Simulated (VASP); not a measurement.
# Sn (I4_1/amd) in VASP: further runs

Aim: see how the results for Sn move with the level of theory and the settings. Levels: PBEsol-based screened hybrid with 25 % exact exchange, PBE+D3(BJ), PBE+D4. Tasks: single point, relaxation of cell and atoms.

All numbers are computed with VASP 6.6.1; they aren't measurements. Logs are shortened: lines on timing, memory, paths and dates and some standing lists are left out, and cuts for length are marked.

### 1 The cell of the first run

Symmetry: I4_1/amd, No. 141, tetragonal system. Conventional cell: a = 5.945 Å, b = 5.945 Å, c = 3.011 Å, α = 90.00°, β = 90.00°, γ = 90.00°. Sn (site symmetry -4m2) has 10 Sn at 3.01 to 3.73 Å within 4.0 Å.

### 2 Single point, PBEsol-based screened hybrid with 25 % exact exchange

Contents of POSCAR:

```
Sn
1.0
   -2.9727333380      2.9727333380      1.5053623914
    2.9727333380     -2.9727333380      1.5053623914
    2.9727333380      2.9727333380     -1.5053623914
Sn
2
Direct
    0.0000000000      0.0000000000      0.0000000000
    0.7500000000      0.2500000000      0.5000000000
```

Contents of INCAR.step1:

```
  PREC = Accurate
  ENCUT = 520
  EDIFF = 1E-5
  ISMEAR = -1
  SIGMA = 0.05
  LREAL = F
  LASPH = T
  NELM = 80
  ALGO = Normal
  ISIF = 2
  LWAVE = T
  LCHARG = F
  GGA = PE
  NBANDS = 21
```

Contents of INCAR.step2:

```
  PREC = Accurate
  ENCUT = 520
  EDIFF = 1E-6
  ISMEAR = -1
  SIGMA = 0.05
  LREAL = F
  LASPH = T
  NELM = 80
  ALGO = Normal
  ISIF = 2
  LWAVE = F
  LCHARG = F
  GGA = PS
  LHFCALC = T
  AEXX = 0.25
  HFSCREEN = 0.207
  PRECFOCK = Normal
  ISTART = 1
  NBANDS = 21
```

Contents of KPOINTS:

```
Automatic mesh
0
Gamma
  5 5 5
```

Potentials or basis: VASP PAW PBE potentials, release 64 (Sn_d).

Run with:

```sh
$ cat potpaw_PBE.64/Sn_d/POTCAR > POTCAR
$ cp INCAR.step1 INCAR
$ mpirun -np 1 vasp_std > vasp.out
$ cp INCAR.step2 INCAR
$ mpirun -np 1 vasp_std > vasp.out
```

OUTCAR:

```text
PREC = Accurate
   ENCUT = 520
   EDIFF = 1E-6
   ISMEAR = -1
   LREAL = F
   LASPH = T
   NELM = 80
   ISIF = 2
   GGA = PS
   LHFCALC = T
   AEXX = 0.25
   HFSCREEN = 0.207
   PRECFOCK = Normal
   ISTART = 1

 ion  position               nearest neighbor table
   1  0.000  0.000  0.000-   2 3.07   2 3.07   2 3.07   2 3.07   2 3.73   2 3.73   2 3.73   2 3.73

   2  0.750  0.250  0.500-   1 3.07   1 3.07   1 3.07   1 3.07   1 3.73   1 3.73   1 3.73   1 3.73

  LATTYP: Found a body centered tetragonal cell.
 ALAT       =     5.9454666760
 C/A-ratio  =     0.5063899853

  Lattice vectors:

 A1 = (  -2.9727333380,   2.9727333380,   1.5053623914)
 A2 = (   2.9727333380,  -2.9727333380,   1.5053623914)
 A3 = (   2.9727333380,   2.9727333380,  -1.5053623914)

Analysis of symmetry for initial positions (statically):
=====================================================================
 Subroutine PRICEL returns:
 Original cell was already a primitive cell.

 Routine SETGRP: Setting up the symmetry group for a
 body centered tetragonal supercell.

 Subroutine GETGRP returns: Found 16 space group operations
 (whereof  8 operations were pure point group operations)
 out of a pool of 16 trial point group operations.

The static configuration has the point symmetry D_2d.
 The point group associated with its full space group is D_4h.

Analysis of symmetry for dynamics (positions and initial velocities):
=====================================================================
 Subroutine PRICEL returns:
 Original cell was already a primitive cell.

 Routine SETGRP: Setting up the symmetry group for a
 body centered tetragonal supercell.

 Subroutine GETGRP returns: Found 16 space group operations
 (whereof  8 operations were pure point group operations)
 out of a pool of 16 trial point group operations.

The dynamic configuration has the point symmetry D_2d.
 The point group associated with its full space group is D_4h.

 Subroutine INISYM returns: Found 16 space group operations
 (whereof  8 operations are pure point group operations),
 and found     1 'primitive' translations

----------------------------------------------------------------------------------------

                                     Primitive cell

  volume of cell :      53.2124

  direct lattice vectors                    reciprocal lattice vectors
    -2.972733338  2.972733338  1.505362391     0.000000000  0.168195375  0.332145936
     2.972733338 -2.972733338  1.505362391     0.168195375  0.000000000  0.332145936
     2.972733338  2.972733338 -1.505362391     0.168195375  0.168195375  0.000000000

  length of vectors
     4.465467828  4.465467828  4.465467828     0.372304455  0.372304455  0.237864181

  position of ions in fractional coordinates (direct lattice)
     0.000000000  0.000000000  0.000000000
     0.750000000  0.250000000  0.500000000

  ion indices of the primitive-cell ions
   primitive index   ion index
                 1           1
                 2           2

----------------------------------------------------------------------------------------

 KPOINTS: Automatic mesh

Automatic generation of k-mesh.
 Grid dimensions read from file:
 generate k-points for:    5    5    5

 Generating k-lattice:

  Cartesian coordinates                     Fractional coordinates (reciprocal lattice)
     0.000000000  0.033639075  0.066429187     0.200000000 -0.000000000  0.000000000
     0.033639075  0.000000000  0.066429187    -0.000000000  0.200000000  0.000000000
     0.033639075  0.033639075  0.000000000     0.000000000  0.000000000  0.200000000

  Length of vectors
     0.074460891  0.074460891  0.047572836

  Shift w.r.t. Gamma in fractional coordinates (k-lattice)
     0.000000000  0.000000000  0.000000000

 Subroutine IBZKPT returns following result:
 ===========================================

 Found     18 irreducible k-points:

 Following reciprocal coordinates:
            Coordinates               Weight
  0.000000  0.000000  0.000000      1.000000
  0.200000  0.000000 -0.000000      8.000000
  0.400000  0.000000 -0.000000      8.000000
  0.200000  0.200000 -0.000000      8.000000
  0.400000  0.200000  0.000000     16.000000
 -0.400000  0.200000  0.000000     16.000000
[... 10 lines left out ...]
 -0.400000  0.400000  0.400000      4.000000
 -0.400000 -0.400000  0.400000      2.000000
   k-points           NKPTS =     18   k-points in BZ     NKDIM =    125   number of bands    NBANDS=     21
   number of dos      NEDOS =    301   number of ions     NIONS =      2
   total plane-waves  NPLWV =  46656
   dimension x,y,z NGX =    36 NGY =   36 NGZ =   36
   dimension x,y,z NGXF=    72 NGYF=   72 NGZF=   72
   ions per type =               2
   NGX,Y,Z   is equivalent  to a cutoff of  13.40, 13.40, 13.40 a.u.
   NGXF,Y,Z  is equivalent  to a cutoff of  26.81, 26.81, 26.81 a.u.
 SYSTEM =  unknown system
   PREC   = accura    normal or accurate (medium, high low for compatibility)
   ISTART =      1    job   : 0-new  1-cont  2-samecut
   ICHARG =      0    charge: 1-file 2-atom 10-const
   ISPIN  =      1    spin polarized calculation?
   LNONCOLLINEAR =      F non collinear calculations
   LSORBIT =      F    spin-orbit coupling
   LASPH  =      T    aspherical Exc in radial PAW
   ENCUT  =  520.0 eV  38.22 Ry    6.18 a.u.   8.30  8.30  8.30*2*pi/ulx,y,z
   NELM   =     80;   NELMIN=  2; NELMDL=  0     # of ELM steps
   EDIFF  = 0.1E-05   stopping-criterion for ELM
   LREAL  =      F    real-space projection
   EDIFFG = 0.1E-04   stopping-criterion for IOM
   NSW    =      0    number of steps for IOM
   IBRION =     -1    ionic relax: 0-MD 1-quasi-New 2-CG
   NFREE  =      0    steps in history (QN), initial steepest desc. (CG)
   ISIF   =      2    stress and relaxation
   ISYM   =      3    0-nonsym 1-usesym 2-fastsym
   POTIM  = 0.5000    time-step for ionic-motion
   TEBEG  =    0.0;   TEEND  =   0.0 temperature during run
   PSTRESS=    0.0 pullay stress
   NELECT =      28.0000    total number of electrons
   NUPDOWN=      -1.0000    fix difference up-down
   EMIN   =  10.00;   EMAX   =-10.00  energy-range for DOS
   EFERMI =   0.00;   METHOD = LEGACY
   ISMEAR =    -1;   SIGMA  =   0.05  broadening in eV -4-tet -1-fermi 0-gaus
   EFERMI_NEDOS =   21; number of points for ismear=-14 and -15
   IALGO  =     38    algorithm
   IMIX   =      1    mixing-type and parameters
     AMIX     =   0.40;   BMIX     =  1.00
     AMIX_MAG =   1.60;   BMIX_MAG =  1.00
  volume/ion in A,a.u.               =      26.61       179.55
  Fermi-wavevector in a.u.,A,eV,Ry     =   1.321670  2.497595 23.766832  1.746813
  Thomas-Fermi vector in A             =   2.451407
   LORBIT       =      0    0 simple, 1 ext, 2 COOP (PROOUT), +10 PAW based schemes
   GGA     = PS    functional components
   LHFCALC =     T    Hartree Fock is set to
   PRECFOCK=normal    Normal, Fast or Accurate (Low or Medium for compatibility)
   ENCUT4O =  -1.0   cutoff for four orbital integrals eV
   NKREDX  =     1    reduce k-point grid by
   NKREDY  =     1    reduce k-point grid by
   NKREDZ  =     1    reduce k-point grid by
   AEXX    =    0.2500 exact exchange contribution
   HFSCREEN=    0.2070 screening length (either q_TF or 0.3 A-1)
   HFSCREENC=   0.2070 screening length for correlation (either q_TF or 0.3 A-1)
   ENCUTFOCK=  -1.0 apply spherical cutoff to Coloumb kernel
   IVDW    =     0    specifies the selected vdW correction
   LEPSILON=     F    determine dielectric tensor
   LRPA    =     F    only Hartree local field effects (RPA)
 non-spin polarized calculation
  energy-cutoff  :      520.00
  volume of cell :       53.21
 maximum number of plane-waves:      1461
 NGX is ok and might be reduce to    36
  NGX = 28; NGY = 28; NGZ = 28

 number of electron      27.9999997 magnetization

 Free energy of the ion-electron system (eV)
  ---------------------------------------------------
  ext. energy  EPLUGINS =         0.00000000
  ---------------------------------------------------
  free energy    TOTEN  =        -9.52447352 eV

  energy without entropy =       -9.51708068  energy(sigma->0) =       -9.52077710

 E-fermi :   7.9080     XC(G=0):  -8.6963

 val. band max:        7.6073363412   @ k =   0.2000   0.0000  -0.0000
 cond. band min:       7.9624997524   @ k =   0.4000   0.2000   0.0000
 fundamental gap:      0.3551634112
 Fermi energy:         7.9080306763

 k-point     1 :       0.0000    0.0000    0.0000
  band No.  band energies     occupation
      1     -15.8898      2.00000
      2     -15.8752      2.00000
      3     -15.8399      2.00000
      4     -15.7488      2.00000
      5     -15.5529      2.00000
      6     -15.5529      2.00000
[... 13 lines left out ...]
     20      18.0478      0.00000
     21      18.6529      0.00000

 k-point     2 :       0.2000    0.0000   -0.0000
  band No.  band energies     occupation
      1     -15.8475      2.00000
      2     -15.7641      2.00000
      3     -15.7194      2.00000
      4     -15.7009      2.00000
      5     -15.6246      2.00000
      6     -15.6058      2.00000
[... 13 lines left out ...]
     20      16.8604      0.00000
     21      16.9090      0.00000

 k-point     3 :       0.4000    0.0000   -0.0000
  band No.  band energies     occupation
      1     -15.8061      2.00000
      2     -15.7322      2.00000
      3     -15.7214      2.00000
      4     -15.6819      2.00000
      5     -15.6523      2.00000
      6     -15.6495      2.00000
[... 13 lines left out ...]
     20      16.2879      0.00000
     21      18.7407      0.00000
[... 313 lines left out ...]
 k-point    17 :      -0.4000    0.4000    0.4000
  band No.  band energies     occupation
      1     -15.8878      2.00000
      2     -15.8828      2.00000
      3     -15.6698      2.00000
      4     -15.6217      2.00000
      5     -15.6173      2.00000
      6     -15.5933      2.00000
[... 13 lines left out ...]
     20      20.3055      0.00000
     21      22.2893      0.00000

 k-point    18 :      -0.4000   -0.4000    0.4000
  band No.  band energies     occupation
      1     -15.7839      2.00000
      2     -15.7803      2.00000
      3     -15.6256      2.00000
      4     -15.6232      2.00000
      5     -15.6203      2.00000
      6     -15.6203      2.00000
[... 13 lines left out ...]
     20      19.6364      0.00000
     21      20.9797      0.00000

------------------------ aborting loop because EDIFF is reached ----------------------------------------

  FORCE on cell =-STRESS in cart. coord.  units (eV):
  Direction    XX          YY          ZZ          XY          YZ          ZX
  --------------------------------------------------------------------------------------
  -------------------------------------------------------------------------------------
  Total       -0.0133173     -0.0133173     -0.0181683      0.0000000     -0.0000000     -0.0000000
  in kB       -0.4009729     -0.4009729     -0.5470319      0.0000000     -0.0000000     -0.0000000
  external PRESSURE =      -0.4496593 kB  Pullay stress =       0.0000000 kB

 VOLUME and BASIS-vectors are now :
 -----------------------------------------------------------------------------
  energy-cutoff  :      520.00
  volume of cell :       53.21
      direct lattice vectors                 reciprocal lattice vectors
    -2.972733338  2.972733338  1.505362391     0.000000000  0.168195375  0.332145936
     2.972733338 -2.972733338  1.505362391     0.168195375  0.000000000  0.332145936
     2.972733338  2.972733338 -1.505362391     0.168195375  0.168195375  0.000000000

 POSITION                                       TOTAL-FORCE (eV/Angst)
 -----------------------------------------------------------------------------------
      0.00000      0.00000      0.00000         0.000000     -0.000000      0.000000
     -0.00000      2.97273      0.75268        -0.000000      0.000000     -0.000000
 -----------------------------------------------------------------------------------
    total drift:                               -0.000000      0.000000     -0.000000

  FREE ENERGIE OF THE ION-ELECTRON SYSTEM (eV)
  ---------------------------------------------------
  free  energy   TOTEN  =        -9.5244735232 eV

  energy  without entropy=       -9.5170806772  energy(sigma->0) =       -9.52077710
```

It took 1.6 h on 1 thread of Intel Xeon Platinum 8488C (Sapphire Rapids), shared host; peak memory 0.32 GiB.

What came out:

| Item | Value |
| --- | --- |
| Free energy | -9.5245 eV |
| Pressure | 0.0 GPa |
| Band gap on the k mesh | zero (bands 14 and 15 overlap by 2.73 eV) |

Caveat: the k points lie up to 0.47 Å⁻¹ apart, too coarse for converged energies and pressures of a metal; the PAW data sets were made with another functional, which shifts forces and pressure a little; spin-orbit coupling is left out, which moves the levels of the heavy elements.

### 3 Relaxation of cell and atoms, PBE+D3(BJ)

This run uses another cell than the first one, of 27.65 Å³/atom.

Contents of INCAR:

```
PREC = Accurate
ENCUT = 600
EDIFF = 1E-6
ISMEAR = -1
SIGMA = 0.05
LREAL = F
LASPH = T
NELM = 100
ALGO = Normal
ISIF = 3
LWAVE = F
LCHARG = F
GGA = PE
IVDW = 12
IBRION = 2
NSW = 60
EDIFFG = -0.01
```

Contents of KPOINTS:

```
regular mesh
0
Gamma
  9 9 9
```

Contents of POSCAR:

```
Sn
1.0
   -2.9401404553      2.9401404553      1.5993019889
    2.9401404553     -2.9401404553      1.5993019889
    2.9401404553      2.9401404553     -1.5993019889
Sn
2
Direct
    0.0000000000      0.0000000000      0.0000000000
    0.7500000000      0.2500000000      0.5000000000
```

Potentials or basis: VASP PAW PBE potentials, release 64 (Sn_d).

Run with:

```sh
$ cat potpaw_PBE.64/Sn_d/POTCAR > POTCAR
$ mpirun -np 1 vasp_std > vasp.out
```

Run time: 4.4 min. Hardware: 1 thread of Intel Xeon 6975P-C (Granite Rapids), shared host; peak memory 0.26 GiB.

It converged, with:

```yaml
Free_energy: -8.3687 eV
Relaxed_volume: 27.21 Å³/atom
Relaxed_cell: a = 4.437 Å, b = 4.437 Å, c = 4.437 Å, α = 97.32°, β = 97.32°, γ = 138.18°
Space_group_after_relaxing_to_0.1_Å: I4_1/amd (No. 141)
Energy_gained_by_relaxing: 1.3 meV/atom
Ionic_steps: 6
Pressure_after_relaxing: 0.0 GPa
Band_gap_on_the_k_mesh: zero (bands 14 and 15 overlap by 4.00 eV)
Dispersion_energy_per_atom: -0.389 eV
```

The path:
```
step  energy change (eV)  largest force (eV/Å)  pressure (GPa)  volume (Å³)
   1              0.0000                0.0000           -0.83        55.30
   2             -0.0023                0.0000            0.27        54.17
   3             -0.0024                0.0000            0.02        54.41
   4             -0.0024                0.0000            0.05        54.39
   5             -0.0025                0.0000            0.06        54.41
   6             -0.0025                0.0000            0.04        54.42
```

Final structure:
```cif
data_structure
_symmetry_space_group_name_H-M 'P 1'
_symmetry_Int_Tables_number 1
_cell_length_a 4.4371
_cell_length_b 4.4371
_cell_length_c 4.4371
_cell_angle_alpha 97.319
_cell_angle_beta 97.319
_cell_angle_gamma 138.177
_cell_volume 54.42
loop_
_atom_site_label
_atom_site_type_symbol
_atom_site_fract_x
_atom_site_fract_y
_atom_site_fract_z
_atom_site_occupancy
Sn1 Sn 0.00000 0.00000 0.00000 1
Sn2 Sn 0.75000 0.25000 0.50000 1
```

Levels at points of the mesh, in eV from the Fermi level:
```tsv
k point	band 10	band 11	band 12	band 13	band 14	band 15	band 16	band 17	band 18
(0.00, 0.00, 0.00)	-21.18	-11.13	-3.74	-2.02	-2.02	2.93	6.13	6.13	6.93
```

Caveat: spin-orbit coupling is left out, which moves the levels of the heavy elements.

[end of part 1 of 2]

The gap in the log of VASP goes by the Fermi energy; the results here count the filled bands.